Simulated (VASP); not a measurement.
Here is a VASP 6.6.1 calculation.

INCAR

```
SYSTEM = InP
PREC = Accurate ; ENCUT = 500
EDIFF = 1E-6 ; ISMEAR = 0
SIGMA = 0.02 ; LREAL = .FALSE.
LASPH = .TRUE. ; NELM = 120
ALGO = Normal ; ISIF = 2
LWAVE = .FALSE. ; LCHARG = .FALSE.
NBANDS = 16 ; GGA_COMPAT = .FALSE.
```

The input KPOINTS:

```
Automatic mesh
0
G
  10 10 10
  0 0 0
```

Contents of POSCAR:

```
InP
1.0
    0.0000000000      2.9134252610      2.9134252610
    2.9134252610      0.0000000000      2.9134252610
    2.9134252610      2.9134252610      0.0000000000
In P
1 1
Direct
    0.0000000000      0.0000000000      0.0000000000
    0.2500000000      0.2500000000      0.2500000000
```

Potentials or basis: VASP PAW LDA potentials, release 64 (In_d, P).

Command:

```bash
$ cat potpaw_LDA.64/In_d/POTCAR potpaw_LDA.64/P/POTCAR > POTCAR
$ mpirun -np 1 vasp_std > vasp.out
```

Task: Estimate the pressure.

Result: 0.0 GPa.

Task: Predict the band gap on the k mesh.

Result: 0.61 eV.

Caveat: semilocal functionals underestimate gaps, and a narrow one can read as zero; spin-orbit coupling is left out, which moves the levels of the heavy elements.
